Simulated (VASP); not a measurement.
Wanted: the native input for a VASP 6.6.1 run.

```
Task                   : single point
Functional             : PBE
Potentials or basis    : VASP PAW PBE potentials, release 64 (Cu, O)
Cutoff                 : 600 eV
k mesh                 : 6 × 6 × 6
Occupations            : gaussian, width 0.05 eV
Spin                   : collinear spin
Starting moments       : [1.0, 1.0, 1.0, 1.0, 0.0, 0.0] μB
Dipole correction      : no
Further INCAR settings : ALGO = Normal; EDIFF = 1e-06; NBANDS = 41
```

The structure of Cu2O lies in POSCAR:

```
Cu2O
1.0
    4.2600000000      0.0000000000      0.0000000000
    0.0000000000      4.2600000000      0.0000000000
    0.0000000000      0.0000000000      4.2600000000
Cu O
4 2
Direct
    0.2500000000      0.2500000000      0.2500000000
    0.2500000000      0.7500000000      0.7500000000
    0.7500000000      0.7500000000      0.2500000000
    0.7500000000      0.2500000000      0.7500000000
    0.0000000000      0.0000000000      0.0000000000
    0.5000000000      0.5000000000      0.5000000000
```

The input as run:

INCAR

```
SYSTEM = Cu2O
  PREC = Accurate
  ENCUT = 600
  EDIFF = 1E-6
  ISMEAR = 0
  SIGMA = 0.05
  LREAL = .FALSE.
  LASPH = .TRUE.
  NELM = 200
  ALGO = Normal
  ISIF = 2
  LWAVE = .FALSE.
  LCHARG = .FALSE.
  ISPIN = 2
  MAGMOM = 1 1 1 1 0 0
  LORBIT = 11
  LMAXMIX = 4
  GGA = PE
  NBANDS = 41
  GGA_COMPAT = .FALSE.
```

KPOINTS

```
Automatic mesh
0
G
  6 6 6
  0 0 0
```

Potentials or basis: VASP PAW PBE potentials, release 64 (Cu, O).

Launch:

```console
$ cat potpaw_PBE.64/Cu/POTCAR potpaw_PBE.64/O/POTCAR > POTCAR
$ mpirun -np 1 vasp_std > vasp.out
```

Results of the run:

```yaml
Pressure: 4.0 GPa
Band_gap_on_the_k_mesh: 0.54 eV
Net_moment: 0.00 μB per cell
Valence_electrons_inside_the_program's_atomic_spheres: Cu 9.98; O 5.03
```

Caveat: the cell stands under pressure; semilocal functionals underestimate gaps, and a narrow one can read as zero.

It took 5.1 min on 1 thread of Oxide Virtual Turin-like Processor, with other jobs on the host, peak memory 0.26 GiB.
